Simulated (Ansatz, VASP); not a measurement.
## Rh: VASP beside Ansatz

INCAR

```
SYSTEM = Rh
ALGO = Fast
EDIFF = 1E-6
ENCUT = 520
GGA = PE
ISIF = 2
ISMEAR = 0
LASPH = .True.
LCHARG = .False.
LREAL = .False.
LWAVE = .False.
NBANDS = 14
NELM = 60
PREC = Accurate
SIGMA = 0.15
```

KPOINTS

```
k-points
0
Gamma
  26 26 26
  0 0 0
```

The input POSCAR:

```
Rh
1.0
    0.0000000000      1.8192171409      1.9149654115
    1.9149654115      0.0000000000      1.9149654115
    1.9149654115      1.8192171409      0.0000000000
Rh
1
Direct
    0.0000000000      0.0000000000      0.0000000000
```

Input for Ansatz:

```yaml
crystal:
  lattice:
    - [0.0, 1.8192171409, 1.9149654115]
    - [1.9149654115, 0.0, 1.9149654115]
    - [1.9149654115, 1.8192171409, 0.0]
  atoms:
    - { symbol: Rh, position: [0.0, 0.0, 0.0] }
basis:
  ecutwfc: 420
kpoints:
  mp_grid: { grid: [26, 26, 26] }
hamiltonian:
  xc: pbe
scf:
  occupations: { method: gaussian, width: 0.15 }
output:
  forces: true
  stress: true
  eigenvalues: true
```

Change from the starting cell: strain -0.0500 x Voigt [0, 1, 0, 0, 0, 0], atoms carried along.

Alike in both runs: task single point; functional PBE; k mesh 26 × 26 × 26; occupations gaussian, width 0.15 eV; no spin polarisation.

|  | VASP | Ansatz |
| --- | --- | --- |
| version | VASP 6.6.1 | Ansatz 0.2.0 |
| potentials or method | VASP PAW PBE potentials, release 64 (Rh_pv), cutoff 520 eV | scalar-relativistic, plane waves, PAW |
| valence electrons in the cell | 15 | 17 |

Ansatz gave:

| Quantity | Value |
| --- | --- |
| gap on the k mesh at the Fermi level (eV) | none |
| pressure (GPa) | 15.6 |
| traceless stress, the component that is largest in VASP (GPa) | 8.59 |

**Question.** Estimate VASP's values.

**Answer.** gap on the k mesh at the Fermi level (eV): none; pressure (GPa): 15.5; traceless stress, the component that is largest in VASP (GPa): 8.57.

A gap of «none» marks a metal or a gap that the smearing closes. VASP's potentials hold 15 valence electrons a cell and Ansatz's 17, so a difference there can come from the potentials and not from the codes.
